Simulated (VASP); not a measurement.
Here is a VASP 6.6.1 calculation.

File INCAR:

```
ALGO = Normal ; EDIFF = 1E-7
ENCUT = 520 ; GGA = PE
ISIF = 2 ; ISMEAR = 0
LASPH = True ; LCHARG = False
LREAL = False ; LWAVE = False
NBANDS = 23 ; NELM = 80
PREC = Accurate ; SIGMA = 0.1
```

File KPOINTS:

```
k-points
0
Gamma
  4 4 4
```

File POSCAR:

```
Li7Sb
1.0
    0.0000000000      4.2333395877      4.2333395877
    4.2333395877      0.0000000000      4.2333395877
    4.2333395877      4.2333395877      0.0000000000
Li Sb
7 1
Direct
    0.5003630847      0.9996369153      0.9996369153
    0.9996369153      0.5003630847      0.5003630847
    0.9996369153      0.5003630847      0.9996369153
    0.5003630847      0.9996369153      0.5003630847
    0.9996369153      0.9996369153      0.5003630847
    0.5003630847      0.5003630847      0.9996369153
    0.5000000000      0.5000000000      0.5000000000
    0.0000000000      0.0000000000      0.0000000000
```

Potentials or basis: VASP PAW PBE potentials, release 64 (Li_sv, Sb).

Run with:

```bash
$ cat potpaw_PBE.64/Li_sv/POTCAR potpaw_PBE.64/Sb/POTCAR > POTCAR
$ mpirun -np 1 vasp_std > vasp.out
```

Q: Predict the largest force.

A: 0.008 eV/Å.

Q: What does it give for the band gap on the k mesh?

A: Zero (bands 13 and 14 overlap by 0.36 eV).

Forces on the atoms (eV/Å):
```
Li   0.008  0.000  0.000
Li  -0.008  0.000  0.000
Li   0.000  0.008  0.000
Li   0.000 -0.008  0.000
Li   0.000  0.000  0.008
Li   0.000  0.000 -0.008
Li   0.000  0.000  0.000
Sb   0.000  0.000  0.000
```

Caveat: spin-orbit coupling is left out, which moves the levels of the heavy elements.
